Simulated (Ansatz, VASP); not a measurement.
# Two plane-wave programs on Al

File INCAR:

```
ALGO = Fast
EDIFF = 1E-6
ENCUT = 520
GGA = PE
ISIF = 2
ISMEAR = 0
LASPH = T
LCHARG = F
LREAL = F
LWAVE = F
NBANDS = 10
NELM = 80
PREC = Accurate
SIGMA = 0.15
```

KPOINTS

```
k-points
0
Gamma
  20 20 12
```

File POSCAR:

```
Al
1.0
   -1.6390231263      1.6390231263      1.6175102401
    1.6390231263     -1.6390231263      1.6175102401
    3.2780462525      3.2780462525      0.0000000000
Al
2
Direct
    0.0000000000      0.0000000000      0.0000000000
    0.5000000000      0.5000000000      0.5000000000
```

Input for Ansatz:

```yaml
crystal:
  lattice:
    - [-1.6390231263, 1.6390231263, 1.6175102401]
    - [1.6390231263, -1.6390231263, 1.6175102401]
    - [3.2780462525, 3.2780462525, 0.0]
  atoms:
    - { symbol: Al, position: [0.0, 0.0, 0.0] }
    - { symbol: Al, position: [0.5, 0.5, 0.5] }
basis:
  ecutwfc: 420
kpoints:
  mp_grid: { grid: [20, 20, 12] }
hamiltonian:
  xc: pbe
scf:
  occupations: { method: gaussian, width: 0.15 }
output:
  forces: true
  stress: true
  eigenvalues: true
```

Change from the starting cell: mode 1 frozen in at +0.000 Å, equal normal strain along x and y +0.0133.

Alike in both runs: task single point; functional PBE; k mesh 20 × 20 × 12; occupations gaussian, width 0.15 eV; no spin polarisation.

```csv
,VASP,Ansatz
version,VASP 6.6.1,Ansatz 0.2.0
potentials or method,"VASP PAW PBE potentials, release 64 (Al), cutoff 520 eV","scalar-relativistic, plane waves, PAW"
valence electrons in the cell,6,6
```

```tsv
	VASP	Ansatz	Ansatz less VASP
gap on the k mesh at the Fermi level (eV)	none	none	-
pressure (GPa)	-1.7	-1.7	+0.02
traceless stress, the component that is largest in VASP (GPa)	-0.27	-0.27	-0.001
```

A gap of «none» marks a metal or a gap that the smearing closes.
